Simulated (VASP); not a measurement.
Runs of VASP 6.6.1 on SnO2. The structure is that of space group P4_2/mnm (No. 136), or close to it. The cells are those of the table. 

```tsv
cell	k mesh	smearing	gap on the mesh (eV)	pressure (GPa)	largest force (eV/Å)
a = 4.760, b = 4.760, c = 3.201 Å, 6 atoms	6 × 6 × 8	gaussian 0.02 eV	1.79	1.1	0.03
a = 4.737, b = 4.737, c = 3.186 Å, 6 atoms	4 × 4 × 6	gaussian 0.1 eV	(a)	4.2	0.03
a = 4.760, b = 4.760, c = 3.201 Å, 6 atoms	6 × 6 × 10	gaussian 0.05 eV	1.79	1.1	0.03
a = 4.760, b = 4.760, c = 3.201 Å, 6 atoms	6 × 6 × 8	gaussian 0.05 eV	1.79	1.1	0.03
```

Alike in all rows: task single point; level r2SCAN; potentials or basis VASP PAW PBE potentials, release 64 (Sn_d, O); no spin polarisation; cutoff (eV) 520.

**Question.** Fill in the values left out.

**Answer.** (a) 1.96.

Caveats: the PAW data sets were made with another functional, which shifts forces and pressure a little; spin-orbit coupling is left out, which moves the levels of the heavy elements.

A k mesh can miss the band edges, and the runs leave out spin-orbit coupling on Sn.
